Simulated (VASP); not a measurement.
Write the native input for VASP 6.6.1 that does the following.

* Task: single point
* Functional: HSE06
* Potentials or basis: VASP PAW PBE potentials, release 64 (Zn, O)
* Cutoff: 520 eV
* k mesh: 4 × 4 × 4
* Occupations: fermi-dirac, width 0.02 eV
* Spin: no spin polarisation
* Dipole correction: no
* Grid for exact exchange (PRECFOCK): Normal
* Further INCAR settings: ALGO = Normal; EDIFF = 1e-06; NBANDS = 16
* Share of exact exchange: 0.25
* Screening parameter: 0.2079 1/Å

Crystal: ZnO.

```
Zn O
1.0
     2.64617    0.00000    0.00000
     0.00000    2.64617    0.00000
     0.00000    0.00000    2.64617
Zn O
1 1
Direct
  0.00000 0.00000 0.00000
  0.50000 0.50000 0.50000
```

These files were run (other wordings do the same):

POSCAR

```
ZnO
1.0
    2.6461709623      0.0000000000      0.0000000000
    0.0000000000      2.6461709623      0.0000000000
    0.0000000000      0.0000000000      2.6461709623
Zn O
1 1
Direct
    0.0000000000      0.0000000000      0.0000000000
    0.5000000000      0.5000000000      0.5000000000
```

INCAR.step1

```
PREC = Accurate ; ENCUT = 520
EDIFF = 1E-5 ; ISMEAR = -1
SIGMA = 0.02 ; LREAL = F
LASPH = T ; NELM = 100
ALGO = Normal ; ISIF = 2
LWAVE = T ; LCHARG = F
GGA = PE ; NBANDS = 16
```

INCAR.step2

```
PREC = Accurate ; ENCUT = 520
EDIFF = 1E-6 ; ISMEAR = -1
SIGMA = 0.02 ; LREAL = F
LASPH = T ; NELM = 100
ALGO = Normal ; ISIF = 2
LWAVE = F ; LCHARG = F
GGA = PE ; LHFCALC = T
HFSCREEN = 0.2079 ; PRECFOCK = Normal
ISTART = 1 ; NBANDS = 16
```

KPOINTS

```
regular mesh
0
Gamma
  4 4 4
```

Potentials or basis: VASP PAW PBE potentials, release 64 (Zn, O).

Launch:

```console
$ cat potpaw_PBE.64/Zn/POTCAR potpaw_PBE.64/O/POTCAR > POTCAR
$ cp INCAR.step1 INCAR
$ mpirun -np 1 vasp_std > vasp.out
$ cp INCAR.step2 INCAR
$ mpirun -np 1 vasp_std > vasp.out
```

It gave:

The pressure is 1.0 GPa. The band gap on the k mesh is 0.85 eV (least direct gap 2.17 eV).

Caveat: the k points lie up to 0.59 Å⁻¹ apart; the PAW data sets were made with another functional, which shifts forces and pressure a little.

Wall time 74 s on 1 thread of Intel(R) Xeon(R) 6975P-C (Granite Rapids), on a shared host, peak memory 0.23 GiB.
